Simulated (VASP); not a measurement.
Wanted: the native input for a VASP 6.6.1 run.

| Item | Value |
| --- | --- |
| Task | single point |
| Functional | PBEsol |
| Potentials or basis | VASP PAW PBE potentials, release 64 (Pt, Se) |
| Cutoff | 520 eV |
| k mesh | 9 × 9 × 6 |
| Occupations | fermi-dirac, width 0.1 eV |
| Spin | no spin polarisation |
| Dipole correction | no |
| Further INCAR settings | ALGO = Normal; EDIFF = 1e-07; NBANDS = 18 |

The structure of PtSe2 (Sudovikovite) lies in POSCAR:

```
PtSe2
1.0
    3.7240000000      0.0000000000      0.0000000000
   -1.8620000000      3.2250800000      0.0000000000
    0.0000000000      0.0000000000      5.0620000000
Pt Se
1 2
Direct
    0.0000000000      0.0000000000      0.0000000000
    0.3333333333      0.6666666667      0.2500000000
    0.6666666667      0.3333333333      0.7500000000
```

One way to write it, as run:

INCAR

```
PREC = Accurate ; ENCUT = 520
EDIFF = 1E-7 ; ISMEAR = -1
SIGMA = 0.1 ; LREAL = F
LASPH = T ; NELM = 100
ALGO = Normal ; ISIF = 2
LWAVE = F ; LCHARG = F
GGA = PS ; NBANDS = 18
```

KPOINTS

```
regular mesh
0
Gamma
  9 9 6
```

Potentials or basis: VASP PAW PBE potentials, release 64 (Pt, Se).

Command:

```console
$ cat potpaw_PBE.64/Pt/POTCAR potpaw_PBE.64/Se/POTCAR > POTCAR
$ mpirun -np 1 vasp_std > vasp.out
```

It gave:

```
Pressure               : 2.2 GPa
Largest force          : 0.332 eV/Å
Band gap on the k mesh : zero (band 11 reaches 6.81 eV, above the bottom of band 12 at 6.39 eV)
```

Caveat: the PAW data sets were made with another functional, which shifts forces and pressure a little; spin-orbit coupling is left out, which moves the levels of the heavy elements.

Run time: 53 s on 1 thread of Intel Xeon 6975P-C, with other jobs on the host, peak memory 0.22 GiB.
